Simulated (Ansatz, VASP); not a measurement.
## Ca5Sc in VASP and in Ansatz

INCAR

```
PREC = Accurate
ENCUT = 520
EDIFF = 1E-6
ISMEAR = -1
SIGMA = 0.1
LREAL = False
LASPH = True
NELM = 60
ALGO = Normal
ISIF = 2
LWAVE = False
LCHARG = True
LDIPOL = True
IDIPOL = 3
DIPOL = 0.5 0.5 0.500
GGA = PE
LELF = True
LVHAR = True
LVACPOTAV = True
NBANDS = 40
```

KPOINTS

```
regular mesh
0
Gamma
  7 7 1
```

File POSCAR:

```
Ca5Sc
1.0
    6.7672225418      0.0000000000      0.0000000000
    2.2557408473      5.0439898742      0.0000000000
    0.0000000000      0.0000000000     26.1776000000
Ca Sc
5 1
Direct
    0.0141781824      0.7429109088      0.3854409876
    0.4076084866      0.0461957567      0.4317137082
    0.1955511921      0.6522244039      0.5240049137
    0.5923915108      0.9538042446      0.5682862898
   -0.0141781832      0.2570890916      0.6145590136
    0.8044488112      0.3477755944      0.4759950871
```

Input for Ansatz:

```yaml
crystal:
  lattice:
    - [6.7672225418, 0.0, 0.0]
    - [2.2557408473, 5.0439898742, 0.0]
    - [0.0, 0.0, 26.1776]
  atoms:
    - { symbol: Ca, position: [0.0141781824, 0.7429109088, 0.3854409876] }
    - { symbol: Ca, position: [0.4076084866, 0.0461957567, 0.4317137082] }
    - { symbol: Sc, position: [0.8044488112, 0.3477755944, 0.4759950871] }
    - { symbol: Ca, position: [0.1955511921, 0.6522244039, 0.5240049137] }
    - { symbol: Ca, position: [0.5923915108, 0.9538042446, 0.5682862898] }
    - { symbol: Ca, position: [-0.0141781832, 0.2570890916, 0.6145590136] }
kpoints:
  mp_grid: { grid: [7, 7, 1] }
scf:
  occupations: { method: fermi_dirac, width: 0.1 }
hamiltonian:
  xc: pbe
  pseudopotentials: { kind: all_electron, lapw: { basis_error: 0.001 } }
output:
  forces: true
  stress: true
  eigenvalues: true
efield:
  axis: 3
  amplitude: 0
  dipole_correction: true
```

Alike in both runs: task single point; functional PBE; k mesh 7 × 7 × 1; occupations fermi-dirac, width 0.1 eV; no spin polarisation.

```csv
,VASP,Ansatz
version,VASP 6.6.1,Ansatz 0.2.0
potentials or method,"VASP PAW PBE potentials, release 64 (Ca_sv, Sc_sv), cutoff 520 eV","all-electron LAPW, scalar-relativistic"
```

Ansatz gave:

- rms of the force components (eV/Å): 0.146

Question: Estimate VASP's values.

Answer: rms of the force components (eV/Å): 0.144.

Ansatz ran all-electron here, and VASP with PAW potentials.
